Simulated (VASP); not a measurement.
## Na: single point with PBE

The system is Na.

```
CELL_PARAMETERS angstrom
-1.93176 1.93176 1.93176
1.93176 -1.93176 1.93176
1.93176 1.93176 -1.93176
ATOMIC_POSITIONS crystal
Na 0.00000 0.00000 0.00000
```

```json
{"Program": "VASP 6.6.1", "Task": "single point", "Functional": "PBE", "Potentials or basis": "VASP PAW PBE potentials, release 64 (Na_pv)", "Cutoff": "520 eV", "k mesh": "13 × 13 × 13", "Occupations": "fermi-dirac, width 0.05 eV", "Spin": "no spin polarisation", "Dipole correction": "no", "Further INCAR settings": "ALGO = Normal; EDIFF = 1e-06; NBANDS = 10"}
```

```yaml
Pressure: 3.0 GPa
Band_gap_on_the_k_mesh: zero (an odd number of electrons rules out a gap without spin polarisation)
```

Levels at points of the mesh, in eV from the Fermi level:
| k point | band 1 | band 2 | band 3 | band 4 | band 5 | band 6 | band 7 | band 8 |
| --- | --- | --- | --- | --- | --- | --- | --- | --- |
| (0.00, 0.00, 0.00) | -24.80 | -24.80 | -24.80 | -3.90 | 13.41 | 13.41 | 13.41 | 14.57 |

Wall time 27 s on 1 thread of Intel Xeon 8259CL (shared host), peak memory 0.16 GiB.

Caveat: the cell stands under pressure.
